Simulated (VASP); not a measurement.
# Ta (R-3m) in VASP: a series of runs, part 2 of 2

VASP 6.6.1. The steps go on from the part before.

**4. Single point, PBE**

This run uses another cell than the first one, of the same volume but with other edges.

File INCAR:

```
PREC = Accurate
ENCUT = 520
EDIFF = 1E-6
ISMEAR = 0
SIGMA = 0.15
LREAL = False
LASPH = True
NELM = 100
ALGO = Fast
ISIF = 2
LWAVE = False
LCHARG = False
GGA = PE
NBANDS = 12
```

File KPOINTS:

```
regular mesh
0
Gamma
  22 22 22
```

File POSCAR:

```
Ta
1.0
   -1.2713336026      1.6738407664      1.6738407664
    1.6738407664     -1.2713336026      1.6738407664
    1.6738407664      1.6738407664     -1.2713336026
Ta
1
Direct
    0.0000000000      0.0000000000      0.0000000000
```

Potentials or basis: VASP PAW PBE potentials, release 64 (Ta_pv).

Launch:

```sh
cat potpaw_PBE.64/Ta_pv/POTCAR > POTCAR
mpirun -np 1 vasp_std > vasp.out
```

OUTCAR:

```text
PREC = Accurate
   ENCUT = 520
   EDIFF = 1E-6
   ISMEAR = 0
   LREAL = False
   LASPH = True
   NELM = 100
   ISIF = 2
   GGA = PE

 ion  position               nearest neighbor table
   1  0.000  0.000  0.000-

  LATTYP: Found a trigonal (rhomboedric) cell.
 ALAT       =     2.6869638910
 COS(alpha) =    -0.2014297013

  Lattice vectors:

 A1 = (  -1.2713336026,   1.6738407664,   1.6738407664)
 A2 = (   1.6738407664,  -1.2713336026,   1.6738407664)
 A3 = (   1.6738407664,   1.6738407664,  -1.2713336026)

Analysis of symmetry for initial positions (statically):
=====================================================================
 Subroutine PRICEL returns:
 Original cell was already a primitive cell.

 Routine SETGRP: Setting up the symmetry group for a
 trigonal (rhombohedral) supercell.

 Subroutine GETGRP returns: Found 12 space group operations
 (whereof 12 operations were pure point group operations)
 out of a pool of 12 trial point group operations.

The static configuration has the point symmetry D_3d.

Analysis of symmetry for dynamics (positions and initial velocities):
=====================================================================
 Subroutine PRICEL returns:
 Original cell was already a primitive cell.

 Routine SETGRP: Setting up the symmetry group for a
 trigonal (rhombohedral) supercell.

 Subroutine GETGRP returns: Found 12 space group operations
 (whereof 12 operations were pure point group operations)
 out of a pool of 12 trial point group operations.

The dynamic configuration has the point symmetry D_3d.

 Subroutine INISYM returns: Found 12 space group operations
 (whereof 12 operations are pure point group operations),
 and found     1 'primitive' translations

----------------------------------------------------------------------------------------

                                     Primitive cell

  volume of cell :      18.0104

  direct lattice vectors                    reciprocal lattice vectors
    -1.271333603  1.673840766  1.673840766    -0.065820696  0.273717774  0.273717774
     1.673840766 -1.271333603  1.673840766     0.273717774 -0.065820696  0.273717774
     1.673840766  1.673840766 -1.271333603     0.273717774  0.273717774 -0.065820696

  length of vectors
     2.686963891  2.686963891  2.686963891     0.392651504  0.392651504  0.392651504

  position of ions in fractional coordinates (direct lattice)
     0.000000000  0.000000000  0.000000000

  ion indices of the primitive-cell ions
   primitive index   ion index
                 1           1

----------------------------------------------------------------------------------------

 KPOINTS: regular mesh

Automatic generation of k-mesh.
 Grid dimensions read from file:
 generate k-points for:   22   22   22

 Generating k-lattice:

  Cartesian coordinates                     Fractional coordinates (reciprocal lattice)
    -0.002991850  0.012441717  0.012441717     0.045454545  0.000000000  0.000000000
     0.012441717 -0.002991850  0.012441717     0.000000000  0.045454545  0.000000000
     0.012441717  0.012441717 -0.002991850     0.000000000  0.000000000  0.045454545

  Length of vectors
     0.017847796  0.017847796  0.017847796

  Shift w.r.t. Gamma in fractional coordinates (k-lattice)
     0.000000000  0.000000000  0.000000000

 Subroutine IBZKPT returns following result:
 ===========================================

 Found   1024 irreducible k-points:

 Following reciprocal coordinates:
            Coordinates               Weight
  0.000000  0.000000  0.000000      1.000000
  0.045455 -0.000000 -0.000000      6.000000
  0.090909 -0.000000 -0.000000      6.000000
  0.136364 -0.000000 -0.000000      6.000000
  0.181818  0.000000 -0.000000      6.000000
  0.227273 -0.000000 -0.000000      6.000000
[... 16 lines left out ...]
  0.500000  0.045455  0.000000     12.000000
 -0.454545  0.045455 -0.000000     12.000000
 [... further k-points ...]
   k-points           NKPTS =   1024   k-points in BZ     NKDIM =   1024   number of bands    NBANDS=     12
   number of dos      NEDOS =    301   number of ions     NIONS =      1
   total plane-waves  NPLWV =   8000
   dimension x,y,z NGX =    20 NGY =   20 NGZ =   20
   dimension x,y,z NGXF=    40 NGYF=   40 NGZF=   40
   ions per type =               1
   NGX,Y,Z   is equivalent  to a cutoff of  12.37, 12.37, 12.37 a.u.
   NGXF,Y,Z  is equivalent  to a cutoff of  24.75, 24.75, 24.75 a.u.
 SYSTEM =  unknown system
   PREC   = accura    normal or accurate (medium, high low for compatibility)
   ISTART =      0    job   : 0-new  1-cont  2-samecut
   ICHARG =      2    charge: 1-file 2-atom 10-const
   ISPIN  =      1    spin polarized calculation?
   LNONCOLLINEAR =      F non collinear calculations
   LSORBIT =      F    spin-orbit coupling
   LASPH  =      T    aspherical Exc in radial PAW
   ENCUT  =  520.0 eV  38.22 Ry    6.18 a.u.   5.00  5.00  5.00*2*pi/ulx,y,z
   NELM   =    100;   NELMIN=  2; NELMDL= -5     # of ELM steps
   EDIFF  = 0.1E-05   stopping-criterion for ELM
   LREAL  =      F    real-space projection
   EDIFFG = 0.1E-04   stopping-criterion for IOM
   NSW    =      0    number of steps for IOM
   IBRION =     -1    ionic relax: 0-MD 1-quasi-New 2-CG
   NFREE  =      0    steps in history (QN), initial steepest desc. (CG)
   ISIF   =      2    stress and relaxation
   ISYM   =      2    0-nonsym 1-usesym 2-fastsym
   POTIM  = 0.5000    time-step for ionic-motion
   TEBEG  =    0.0;   TEEND  =   0.0 temperature during run
   PSTRESS=    0.0 pullay stress
   NELECT =      11.0000    total number of electrons
   NUPDOWN=      -1.0000    fix difference up-down
   EMIN   =  10.00;   EMAX   =-10.00  energy-range for DOS
   EFERMI =   0.00;   METHOD = LEGACY
   ISMEAR =     0;   SIGMA  =   0.15  broadening in eV -4-tet -1-fermi 0-gaus
   EFERMI_NEDOS =   21; number of points for ismear=-14 and -15
   IALGO  =     68    algorithm
   IMIX   =      4    mixing-type and parameters
     AMIX     =   0.40;   BMIX     =  1.00
     AMIX_MAG =   1.60;   BMIX_MAG =  1.00
  volume/ion in A,a.u.               =      18.01       121.54
  Fermi-wavevector in a.u.,A,eV,Ry     =   1.388988  2.624806 26.249534  1.929286
  Thomas-Fermi vector in A             =   2.513061
   LORBIT       =      0    0 simple, 1 ext, 2 COOP (PROOUT), +10 PAW based schemes
   GGA     = PE    functional components
   LHFCALC =     F    Hartree Fock is set to
   AEXX    =    0.0000 exact exchange contribution
   IVDW    =     0    specifies the selected vdW correction
   LEPSILON=     F    determine dielectric tensor
   LRPA    =     F    only Hartree local field effects (RPA)
 non-spin polarized calculation
 RMM-DIIS sequential band-by-band and
 Gauss-broadening in eV      SIGMA  =   0.15
  energy-cutoff  :      520.00
  volume of cell :       18.01
 maximum number of plane-waves:       505
   NGX =  9   NGY =  9   NGZ =  9

 number of electron      11.0000001 magnetization

 Free energy of the ion-electron system (eV)
  ---------------------------------------------------
  ext. energy  EPLUGINS =         0.00000000
  ---------------------------------------------------
  free energy    TOTEN  =       -11.29323359 eV

  energy without entropy =      -11.28259503  energy(sigma->0) =      -11.28791431

 E-fermi :   5.6036     XC(G=0): -12.5489

 val. band max:        5.6029112958   @ k =   0.3636   0.2273   0.0455
 cond. band min:       5.6037167210   @ k =  -0.3636   0.2273   0.1364
 fundamental gap:      0.0008054252
 Fermi energy:         5.6036010367

 k-point     1 :       0.0000    0.0000    0.0000
  band No.  band energies     occupation
      1     -27.7401      2.00000
      2     -27.3537      2.00000
      3     -27.3537      2.00000
      4      -2.3182      2.00000
      5       3.6410      2.00000
      6       3.6410      2.00000
      7       9.9963      0.00000
      8      11.2990      0.00000
      9      11.2990      0.00000
     10      19.6404      0.00000
     11      19.6404      0.00000
     12      20.2771      0.00000
[... 331 lines left out ...]
 k-point    24 :      -0.4545    0.0455   -0.0000
  band No.  band energies     occupation
      1     -28.9324      2.00000
      2     -27.5670      2.00000
      3     -27.2985      2.00000
      4       1.2236      2.00000
      5       3.6640      2.00000
      6       5.5164      1.58910
      7       9.8753      0.00000
      8      10.0398      0.00000
      9      11.5623      0.00000
     10      17.2033      0.00000
     11      19.9991      0.00000
     12      20.2843      0.00000

 [... further k-points ...]

------------------------ aborting loop because EDIFF is reached ----------------------------------------

  FORCE on cell =-STRESS in cart. coord.  units (eV):
  Direction    XX          YY          ZZ          XY          YZ          ZX
  --------------------------------------------------------------------------------------
  -------------------------------------------------------------------------------------
  Total        1.5194780      1.5194780      1.5194780     -1.5519686     -1.5519686     -1.5519686
  in kB      135.1707888    135.1707888    135.1707888   -138.0611074   -138.0611074   -138.0611074
  external PRESSURE =     135.1707888 kB  Pullay stress =       0.0000000 kB

 VOLUME and BASIS-vectors are now :
 -----------------------------------------------------------------------------
  energy-cutoff  :      520.00
  volume of cell :       18.01
      direct lattice vectors                 reciprocal lattice vectors
    -1.271333603  1.673840766  1.673840766    -0.065820696  0.273717774  0.273717774
     1.673840766 -1.271333603  1.673840766     0.273717774 -0.065820696  0.273717774
     1.673840766  1.673840766 -1.271333603     0.273717774  0.273717774 -0.065820696

 POSITION                                       TOTAL-FORCE (eV/Angst)
 -----------------------------------------------------------------------------------
      0.00000      0.00000      0.00000        -0.000000      0.000000      0.000000
 -----------------------------------------------------------------------------------
    total drift:                                0.000000     -0.000000      0.000000

  FREE ENERGIE OF THE ION-ELECTRON SYSTEM (eV)
  ---------------------------------------------------
  free  energy   TOTEN  =       -11.2932335948 eV

  energy  without entropy=      -11.2825950294  energy(sigma->0) =      -11.28791431
```

Wall time 56 s (1 thread of Intel Xeon 6975P-C (Granite Rapids), shared host); peak memory 0.31 GiB.

What came out:

```
Free energy            : -11.2932 eV
Pressure               : 13.5 GPa
Band gap on the k mesh : zero (an odd number of electrons rules out a gap without spin polarisation)
```

Stress tensor (GPa, compression positive):
```
 13.52 -13.81 -13.81
-13.81  13.52 -13.81
-13.81 -13.81  13.52
```

Caveat: the cell stands under pressure; spin-orbit coupling is left out, which moves the levels of the heavy elements.

**5. Overview**

```csv
cell,further INCAR settings,gap on the mesh (eV),pressure (GPa)
"a = 3.450 Å, angles 117.0°, 1 atom",ALGO = Fast; EDIFF = 1e-06; NBANDS = 12,none,174.1
"a = 3.116 Å, angles 114.3°, 1 atom",ALGO = Fast; EDIFF = 1e-07; NBANDS = 12,none,27.0
"a = 2.687 Å, angles 101.6°, 1 atom",ALGO = Fast; EDIFF = 1e-06; NBANDS = 12,none,13.5
```

Alike in all rows: task single point; level PBE; potentials or basis VASP PAW PBE potentials, release 64 (Ta_pv); no spin polarisation; k mesh 22 × 22 × 22; cutoff (eV) 520; smearing gaussian 0.15 eV.

Caveats: the cell stands under pressure; spin-orbit coupling is left out, which moves the levels of the heavy elements; atoms lie so close that the PAW spheres overlap strongly, which falsifies energies and pressures (at least some runs).

Total energies depend on the potentials used, so only differences within one code and one set of settings carry meaning.
